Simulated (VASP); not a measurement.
# BaZrO3 (Pm-3m) in VASP: notebook

The runs below take BaZrO3 through single point, relaxation of cell and atoms, with RPBE, PBEsol.

All numbers are computed with VASP 6.6.1; they aren't measurements. Logs are shortened: lines on timing, memory, paths and dates and some standing lists are left out, and cuts for length are marked.

### 1 The cell of the first run

The structure is cubic, space group Pm-3m (No. 221). Conventional cell: a = 4.261 Å, b = 4.261 Å, c = 4.261 Å, α = 90.00°, β = 90.00°, γ = 90.00°. Within 4.0 Å of Ba (site symmetry m-3m) lie 12 O at 3.01 Å and 8 Zr at 3.69 Å. Zr (site symmetry m-3m) has 6 O at 2.13 Å within 2.8 Å. Within 2.8 Å of O (site symmetry 4/mmm) lie 2 Zr at 2.13 Å.

### 2 Single point, RPBE

Contents of INCAR:

```
  PREC = Accurate
  ENCUT = 520
  EDIFF = 1E-6
  ISMEAR = -1
  SIGMA = 0.05
  LREAL = F
  LASPH = T
  NELM = 80
  ALGO = Normal
  ISIF = 2
  LWAVE = F
  LCHARG = F
  GGA = RP
  NBANDS = 28
```

Contents of KPOINTS:

```
regular mesh
0
Gamma
  6 6 6
```

Contents of POSCAR:

```
BaZrO3
1.0
    4.2610466622      0.0000000000      0.0000000000
    0.0000000000      4.2610466622      0.0000000000
    0.0000000000      0.0000000000      4.2610466622
Ba Zr O
1 1 3
Direct
    0.0000000000      0.0000000000      0.0000000000
    0.5000000000      0.5000000000      0.5000000000
    0.5000000000      0.5000000000      0.0000000000
    0.5000000000      0.0000000000      0.5000000000
    0.0000000000      0.5000000000      0.5000000000
```

Potentials or basis: VASP PAW PBE potentials, release 64 (Ba_sv, Zr_sv, O).

Command:

```bash
$ cat potpaw_PBE.64/Ba_sv/POTCAR potpaw_PBE.64/Zr_sv/POTCAR potpaw_PBE.64/O/POTCAR > POTCAR
$ mpirun -np 1 vasp_std > vasp.out
```

OUTCAR:

```text
PREC = Accurate
   ENCUT = 520
   EDIFF = 1E-6
   ISMEAR = -1
   LREAL = F
   LASPH = T
   NELM = 80
   ISIF = 2
   GGA = RP

 ion  position               nearest neighbor table
   1  0.000  0.000  0.000-   3 3.01   4 3.01   5 3.01   4 3.01   5 3.01   3 3.01   5 3.01   5 3.01
                             3 3.01   4 3.01   4 3.01   3 3.01   2 3.69   2 3.69   2 3.69   2 3.69
   2  0.500  0.500  0.500-   3 2.13   4 2.13   5 2.13   3 2.13   4 2.13   5 2.13   1 3.69   1 3.69
                             1 3.69   1 3.69   1 3.69   1 3.69   1 3.69   1 3.69
   3  0.500  0.500  0.000-   2 2.13   2 2.13   1 3.01   1 3.01   1 3.01   1 3.01
   4  0.500  0.000  0.500-   2 2.13   2 2.13   1 3.01   1 3.01   1 3.01   1 3.01
   5  0.000  0.500  0.500-   2 2.13   2 2.13   1 3.01   1 3.01   1 3.01   1 3.01

  LATTYP: Found a simple cubic cell.
 ALAT       =     4.2610466622

  Lattice vectors:

 A1 = (   4.2610466622,   0.0000000000,   0.0000000000)
 A2 = (   0.0000000000,   4.2610466622,   0.0000000000)
 A3 = (   0.0000000000,   0.0000000000,   4.2610466622)

Analysis of symmetry for initial positions (statically):
=====================================================================
 Subroutine PRICEL returns:
 Original cell was already a primitive cell.

 Routine SETGRP: Setting up the symmetry group for a
 simple cubic supercell.

 Subroutine GETGRP returns: Found 48 space group operations
[... 9 lines left out ...]

 Routine SETGRP: Setting up the symmetry group for a
 simple cubic supercell.

 Subroutine GETGRP returns: Found 48 space group operations
[... 11 lines left out ...]
                                     Primitive cell

  volume of cell :      77.3658

  direct lattice vectors                    reciprocal lattice vectors
     4.261046662  0.000000000  0.000000000     0.234684123  0.000000000  0.000000000
     0.000000000  4.261046662  0.000000000     0.000000000  0.234684123  0.000000000
     0.000000000  0.000000000  4.261046662     0.000000000  0.000000000  0.234684123

  length of vectors
     4.261046662  4.261046662  4.261046662     0.234684123  0.234684123  0.234684123

  position of ions in fractional coordinates (direct lattice)
     0.000000000  0.000000000  0.000000000
     0.500000000  0.500000000  0.500000000
     0.500000000  0.500000000  0.000000000
     0.500000000  0.000000000  0.500000000
     0.000000000  0.500000000  0.500000000

  ion indices of the primitive-cell ions
   primitive index   ion index
                 1           1
                 2           2
                 3           3
                 4           4
                 5           5

----------------------------------------------------------------------------------------

 KPOINTS: regular mesh

Automatic generation of k-mesh.
 Grid dimensions read from file:
 generate k-points for:    6    6    6

 Generating k-lattice:

  Cartesian coordinates                     Fractional coordinates (reciprocal lattice)
     0.039114021  0.000000000  0.000000000     0.166666667  0.000000000  0.000000000
     0.000000000  0.039114021  0.000000000     0.000000000  0.166666667  0.000000000
     0.000000000  0.000000000  0.039114021     0.000000000  0.000000000  0.166666667

  Length of vectors
     0.039114021  0.039114021  0.039114021

  Shift w.r.t. Gamma in fractional coordinates (k-lattice)
     0.000000000  0.000000000  0.000000000

 Subroutine IBZKPT returns following result:
 ===========================================

 Found     20 irreducible k-points:

 Following reciprocal coordinates:
            Coordinates               Weight
  0.000000  0.000000  0.000000      1.000000
  0.166667  0.000000  0.000000      6.000000
  0.333333  0.000000  0.000000      6.000000
  0.500000  0.000000  0.000000      3.000000
  0.166667  0.166667  0.000000     12.000000
  0.333333  0.166667  0.000000     24.000000
[... 12 lines left out ...]
  0.500000  0.500000  0.333333      6.000000
  0.500000  0.500000  0.500000      1.000000
   k-points           NKPTS =     20   k-points in BZ     NKDIM =     20   number of bands    NBANDS=     28
   number of dos      NEDOS =    301   number of ions     NIONS =      5
   total plane-waves  NPLWV =  32768
   dimension x,y,z NGX =    32 NGY =   32 NGZ =   32
   dimension x,y,z NGXF=    64 NGYF=   64 NGZF=   64
   ions per type =               1   1   3
   NGX,Y,Z   is equivalent  to a cutoff of  12.48, 12.48, 12.48 a.u.
   NGXF,Y,Z  is equivalent  to a cutoff of  24.97, 24.97, 24.97 a.u.
 SYSTEM =  unknown system
   PREC   = accura    normal or accurate (medium, high low for compatibility)
   ISTART =      0    job   : 0-new  1-cont  2-samecut
   ICHARG =      2    charge: 1-file 2-atom 10-const
   ISPIN  =      1    spin polarized calculation?
   LNONCOLLINEAR =      F non collinear calculations
   LSORBIT =      F    spin-orbit coupling
   LASPH  =      T    aspherical Exc in radial PAW
   ENCUT  =  520.0 eV  38.22 Ry    6.18 a.u.   7.92  7.92  7.92*2*pi/ulx,y,z
   NELM   =     80;   NELMIN=  2; NELMDL= -5     # of ELM steps
   EDIFF  = 0.1E-05   stopping-criterion for ELM
   LREAL  =      F    real-space projection
   EDIFFG = 0.1E-04   stopping-criterion for IOM
   NSW    =      0    number of steps for IOM
   IBRION =     -1    ionic relax: 0-MD 1-quasi-New 2-CG
   NFREE  =      0    steps in history (QN), initial steepest desc. (CG)
   ISIF   =      2    stress and relaxation
   ISYM   =      2    0-nonsym 1-usesym 2-fastsym
   POTIM  = 0.5000    time-step for ionic-motion
   TEBEG  =    0.0;   TEEND  =   0.0 temperature during run
   PSTRESS=    0.0 pullay stress
   NELECT =      40.0000    total number of electrons
   NUPDOWN=      -1.0000    fix difference up-down
   EMIN   =  10.00;   EMAX   =-10.00  energy-range for DOS
   EFERMI =   0.00;   METHOD = LEGACY
   ISMEAR =    -1;   SIGMA  =   0.05  broadening in eV -4-tet -1-fermi 0-gaus
   EFERMI_NEDOS =   21; number of points for ismear=-14 and -15
   IALGO  =     38    algorithm
   IMIX   =      4    mixing-type and parameters
     AMIX     =   0.40;   BMIX     =  1.00
     AMIX_MAG =   1.60;   BMIX_MAG =  1.00
  volume/ion in A,a.u.               =      15.47       104.42
  Fermi-wavevector in a.u.,A,eV,Ry     =   1.313949  2.483004 23.489944  1.726462
  Thomas-Fermi vector in A             =   2.444236
   LORBIT       =      0    0 simple, 1 ext, 2 COOP (PROOUT), +10 PAW based schemes
   GGA     = RP    functional components
   LHFCALC =     F    Hartree Fock is set to
   AEXX    =    0.0000 exact exchange contribution
   IVDW    =     0    specifies the selected vdW correction
   LEPSILON=     F    determine dielectric tensor
   LRPA    =     F    only Hartree local field effects (RPA)
 non-spin polarized calculation
  energy-cutoff  :      520.00
  volume of cell :       77.37
 maximum number of plane-waves:      2176
 NGX is ok and might be reduce to    32
   NGX = 15   NGY = 15   NGZ = 15

 number of electron      39.9999981 magnetization

 Free energy of the ion-electron system (eV)
  ---------------------------------------------------
  ext. energy  EPLUGINS =         0.00000000
  ---------------------------------------------------
  free energy    TOTEN  =       -39.73160171 eV

  energy without entropy =      -39.73160170  energy(sigma->0) =      -39.73160171

 E-fermi :   4.6760     XC(G=0): -10.3002

 val. band max:        3.5959111323   @ k =   0.5000   0.5000   0.5000
 cond. band min:       6.7194717529   @ k =   0.0000   0.0000   0.0000
 fundamental gap:      3.1235606205
 Fermi energy:         4.6760027639

 k-point     1 :       0.0000    0.0000    0.0000
  band No.  band energies     occupation
      1     -43.7969      2.00000
      2     -21.9531      2.00000
      3     -21.8853      2.00000
      4     -21.8853      2.00000
      5     -21.8853      2.00000
      6     -12.7783      2.00000
[... 20 lines left out ...]
     27      10.4977      0.00000
     28      10.4977      0.00000

 k-point     2 :       0.1667    0.0000    0.0000
  band No.  band energies     occupation
      1     -43.7963      2.00000
      2     -22.0320      2.00000
      3     -21.8840      2.00000
      4     -21.8840      2.00000
      5     -21.8449      2.00000
      6     -12.7725      2.00000
[... 20 lines left out ...]
     27      10.4981      0.00000
     28      11.2971      0.00000

 k-point     3 :       0.3333    0.0000    0.0000
  band No.  band energies     occupation
      1     -43.7950      2.00000
      2     -22.1441      2.00000
      3     -21.8814      2.00000
      4     -21.8814      2.00000
      5     -21.8068      2.00000
      6     -12.8456      2.00000
[... 20 lines left out ...]
     27      10.9900      0.00000
     28      11.0414      0.00000

 k-point     4 :       0.5000    0.0000    0.0000
  band No.  band energies     occupation
      1     -43.7944      2.00000
      2     -22.1941      2.00000
      3     -21.8802      2.00000
      4     -21.8802      2.00000
      5     -21.7922      2.00000
      6     -12.8914      2.00000
[... 20 lines left out ...]
     27      10.7340      0.00000
     28      11.8116      0.00000

 k-point     5 :       0.1667    0.1667    0.0000
  band No.  band energies     occupation
      1     -43.7957      2.00000
      2     -22.0475      2.00000
      3     -21.9343      2.00000
      4     -21.8828      2.00000
      5     -21.8181      2.00000
      6     -12.7235      2.00000
[... 20 lines left out ...]
     27      10.9366      0.00000
     28      11.4400      0.00000

 k-point     6 :       0.3333    0.1667    0.0000
  band No.  band energies     occupation
      1     -43.7944      2.00000
      2     -22.1250      2.00000
      3     -21.9412      2.00000
      4     -21.8802      2.00000
      5     -21.8082      2.00000
      6     -12.7466      2.00000
[... 339 lines left out ...]
      5     -21.8484      2.00000
      6     -12.0891      2.00000
[... 20 lines left out ...]
     27      11.6448      0.00000
     28      11.6448      0.00000

 k-point    18 :       0.5000    0.3333    0.3333
  band No.  band energies     occupation
      1     -43.7907      2.00000
      2     -22.0819      2.00000
      3     -22.0244      2.00000
      4     -22.0231      2.00000
      5     -21.8586      2.00000
      6     -12.0353      2.00000
[... 20 lines left out ...]
     27      11.5976      0.00000
     28      12.2263      0.00000

 k-point    19 :       0.5000    0.5000    0.3333
  band No.  band energies     occupation
      1     -43.7901      2.00000
      2     -22.0706      2.00000
      3     -22.0706      2.00000
      4     -22.0221      2.00000
      5     -21.8617      2.00000
      6     -11.9521      2.00000
[... 20 lines left out ...]
     27      11.8355      0.00000
     28      12.5092      0.00000

 k-point    20 :       0.5000    0.5000    0.5000
  band No.  band energies     occupation
      1     -43.7895      2.00000
      2     -22.0690      2.00000
      3     -22.0690      2.00000
      4     -22.0690      2.00000
      5     -21.8548      2.00000
      6     -11.7176      2.00000
[... 20 lines left out ...]
     27      12.4002      0.00000
     28      12.4002      0.00000

------------------------ aborting loop because EDIFF is reached ----------------------------------------

  FORCE on cell =-STRESS in cart. coord.  units (eV):
  Direction    XX          YY          ZZ          XY          YZ          ZX
  --------------------------------------------------------------------------------------
  -------------------------------------------------------------------------------------
  Total        0.3974244      0.3974244      0.3974244      0.0000000      0.0000000     -0.0000000
  in kB        8.2303100      8.2303100      8.2303100      0.0000000      0.0000000     -0.0000000
  external PRESSURE =       8.2303100 kB  Pullay stress =       0.0000000 kB

 VOLUME and BASIS-vectors are now :
 -----------------------------------------------------------------------------
  energy-cutoff  :      520.00
  volume of cell :       77.37
      direct lattice vectors                 reciprocal lattice vectors
     4.261046662  0.000000000  0.000000000     0.234684123  0.000000000  0.000000000
     0.000000000  4.261046662  0.000000000     0.000000000  0.234684123  0.000000000
     0.000000000  0.000000000  4.261046662     0.000000000  0.000000000  0.234684123

 POSITION                                       TOTAL-FORCE (eV/Angst)
 -----------------------------------------------------------------------------------
      0.00000      0.00000      0.00000         0.000000      0.000000      0.000000
      2.13052      2.13052      2.13052         0.000000      0.000000      0.000000
      2.13052      2.13052      0.00000         0.000000      0.000000      0.000000
      2.13052      0.00000      2.13052         0.000000      0.000000      0.000000
      0.00000      2.13052      2.13052         0.000000      0.000000      0.000000
 -----------------------------------------------------------------------------------
    total drift:                                0.000000     -0.000000     -0.000000

  FREE ENERGIE OF THE ION-ELECTRON SYSTEM (eV)
  ---------------------------------------------------
  free  energy   TOTEN  =       -39.7316017050 eV

  energy  without entropy=      -39.7316017050  energy(sigma->0) =      -39.73160171
```

Wall time 20 s (1 thread of Intel Xeon Platinum 8559C (Emerald Rapids), shared host); peak memory 0.2 GiB.

Results:

```yaml
Free_energy: -39.7316 eV
Pressure: 0.8 GPa
Band_gap_on_the_k_mesh: 3.12 eV, indirect (least direct gap 3.40 eV)
```

Caveat: the PAW data sets were made with another functional, which shifts forces and pressure a little; spin-orbit coupling is left out, which moves the levels of the heavy elements. As with any semilocal functional, this RPBE gap is likely too small.

### 3 Relaxation of cell and atoms, PBEsol

This run uses another cell than the first one, of 14.73 Å³/atom, 0.952 times its volume.

Contents of INCAR:

```
ALGO = Normal
EDIFF = 1E-7
EDIFFG = -0.01
ENCUT = 600
GGA = PS
IBRION = 2
ISIF = 3
ISMEAR = -1
LASPH = True
LCHARG = False
LREAL = False
LWAVE = False
NELM = 100
NSW = 60
PREC = Accurate
SIGMA = 0.05
```

Contents of KPOINTS:

```
k-points
0
Gamma
  6 6 6
```

Changes to POSCAR since step 2:

```diff
@@ -2,5 +2,5 @@
 1.0
-    4.2610466622      0.0000000000      0.0000000000
-    0.0000000000      4.2610466622      0.0000000000
-    0.0000000000      0.0000000000      4.2610466622
+    4.1913400000      0.0000000000      0.0000000000
+    0.0000000000      4.1913400000      0.0000000000
+    0.0000000000      0.0000000000      4.1913400000
 Ba Zr O
```

Potentials or basis: VASP PAW PBE potentials, release 64 (Ba_sv, Zr_sv, O).

Command:

```bash
$ cat potpaw_PBE.64/Ba_sv/POTCAR potpaw_PBE.64/Zr_sv/POTCAR potpaw_PBE.64/O/POTCAR > POTCAR
$ mpirun -np 1 vasp_std > vasp.out
```

It took 61 s on 1 thread of Intel Xeon Platinum 8559C (Emerald Rapids), shared host; peak memory 0.24 GiB.

The run converged. Its results:

* Free energy: -43.6296 eV
* Relaxed volume: 14.71 Å³/atom
* Relaxed cell: a = 4.189 Å, b = 4.189 Å, c = 4.189 Å, α = 90.00°, β = 90.00°, γ = 90.00°
* Space group after relaxing (to 0.05 Å): Pm-3m (No. 221)
* Energy gained by relaxing: 0.0 meV/atom
* Ionic steps: 3
* Pressure after relaxing: 0.0 GPa
* Band gap on the k mesh: 3.11 eV, indirect (least direct gap 3.33 eV)

Final structure:
```xyz
5
Lattice="4.1894 0.0000 0.0000 0.0000 4.1894 0.0000 0.0000 0.0000 4.1894" Properties=species:S:1:pos:R:3 pbc="T T T"
Ba    0.0000    0.0000    0.0000
Zr    2.0947    2.0947    2.0947
O     2.0947    2.0947    0.0000
O     2.0947    0.0000    2.0947
O     0.0000    2.0947    2.0947
```

Levels at points of the mesh, in eV from the valence-band top:
```tsv
k point	band 17	band 18	band 19	band 20	band 21	band 22	band 23	band 24
(0.00, 0.00, 0.00)	-1.00	-0.22	-0.22	-0.22	3.11	3.11	3.11	4.55
(0.50, 0.00, 0.00)	-1.76	-1.72	-0.45	-0.45	3.57	5.70	5.70	6.37
(0.50, 0.50, 0.00)	-0.94	-0.94	-0.79	-0.08	5.66	5.66	6.43	6.46
(0.50, 0.50, 0.50)	-2.56	0.00	0.00	0.00	5.91	5.91	5.91	7.01
```

Caveat: the PAW data sets were made with another functional, which shifts forces and pressure a little; spin-orbit coupling is left out, which moves the levels of the heavy elements. PBEsol gaps usually lie below the measured ones, often by a third to a half.

### 4 Relaxation of cell and atoms, RPBE

This run uses another cell than the first one, of 14.73 Å³/atom, 0.952 times its volume.

Contents of INCAR:

```
SYSTEM = BaZrO3
  PREC = Accurate
  ENCUT = 600
  EDIFF = 1E-6
  ISMEAR = -1
  SIGMA = 0.05
  LREAL = .False.
  LASPH = .True.
  NELM = 100
  ALGO = Normal
  ISIF = 3
  LWAVE = .False.
  LCHARG = .False.
  GGA = RP
  IBRION = 2
  NSW = 60
  EDIFFG = -0.01
```

Contents of KPOINTS:

```
Automatic mesh
0
Gamma
  6 6 6
  0 0 0
```

POSCAR is that of step 3.

Command:

```bash
$ cat potpaw_PBE.64/Ba_sv/POTCAR potpaw_PBE.64/Zr_sv/POTCAR potpaw_PBE.64/O/POTCAR > POTCAR
$ mpirun -np 1 vasp_std > vasp.out
```

It took 67 s on 1 thread of Intel Xeon Platinum 8559C (Emerald Rapids), shared host; peak memory 0.24 GiB.

The run converged. Its results:

| Property | Result |
| --- | --- |
| Free energy | -39.7351 eV |
| Relaxed volume | 15.56 Å³/atom |
| Relaxed cell | a = 4.269 Å, b = 4.269 Å, c = 4.269 Å, α = 90.00°, β = 90.00°, γ = 90.00° |
| Space group after relaxing (to 0.05 Å) | Pm-3m (No. 221) |
| Energy gained by relaxing | 20.8 meV/atom |
| Ionic steps | 3 |
| Pressure after relaxing | 0.0 GPa |
| Band gap on the k mesh | 3.11 eV, indirect (least direct gap 3.39 eV) |

Step by step:
| step | energy change (eV) | largest force (eV/Å) | pressure (GPa) | volume (Å³) |
| --- | --- | --- | --- | --- |
| 1 | 0.0000 | 0.0000 | 8.49 | 73.63 |
| 2 | -0.0026 | 0.0000 | -6.85 | 82.27 |
| 3 | -0.1041 | 0.0000 | -0.04 | 77.80 |

Final structure:
```xyz
5
Lattice="4.2689 0.0000 0.0000 0.0000 4.2689 0.0000 0.0000 0.0000 4.2689" Properties=species:S:1:pos:R:3 pbc="T T T"
Ba    0.0000    0.0000    0.0000
Zr    2.1345    2.1345    2.1345
O     2.1345    2.1345    0.0000
O     2.1345    0.0000    2.1345
O     0.0000    2.1345    2.1345
```

Levels at points of the mesh, in eV from the valence-band top:
| k point | band 16 | band 17 | band 18 | band 19 | band 20 | band 21 | band 22 | band 23 | band 24 |
| --- | --- | --- | --- | --- | --- | --- | --- | --- | --- |
| (0.00, 0.00, 0.00) | -0.90 | -0.90 | -0.28 | -0.28 | -0.28 | 3.11 | 3.11 | 3.11 | 4.69 |
| (0.50, 0.00, 0.00) | -1.64 | -1.64 | -1.51 | -0.52 | -0.52 | 3.50 | 5.37 | 5.37 | 6.31 |
| (0.50, 0.50, 0.00) | -2.21 | -0.92 | -0.92 | -0.91 | -0.07 | 5.35 | 5.35 | 6.15 | 6.19 |
| (0.50, 0.50, 0.50) | -2.49 | -2.49 | 0.00 | 0.00 | 0.00 | 5.82 | 5.82 | 5.82 | 6.54 |

Caveat: the PAW data sets were made with another functional, which shifts forces and pressure a little; spin-orbit coupling is left out, which moves the levels of the heavy elements. A k mesh can miss the band edges.

### 5 Summary

| task | level | cell | cutoff (eV) | gap on the mesh (eV) | pressure (GPa) | relaxed volume (Å³/atom) |
| --- | --- | --- | --- | --- | --- | --- |
| single point | RPBE | a = 4.261 Å, 5 atoms | 520 | 3.12 | 0.8 | - |
| relaxation of cell and atoms | PBEsol | relaxed from a = 4.191 Å, 5 atoms | 600 | 3.11 | 0.0 | 14.71 |
| relaxation of cell and atoms | RPBE | relaxed from a = 4.191 Å, 5 atoms | 600 | 3.11 | 0.0 | 15.56 |

Alike in all rows: potentials or basis VASP PAW PBE potentials, release 64 (Ba_sv, Zr_sv, O); no spin polarisation; k mesh 6 × 6 × 6; smearing fermi-dirac 0.05 eV.

Caveats: the PAW data sets were made with another functional, which shifts forces and pressure a little; spin-orbit coupling is left out, which moves the levels of the heavy elements.

Absolute energies hang on the potentials; compare differences alone.
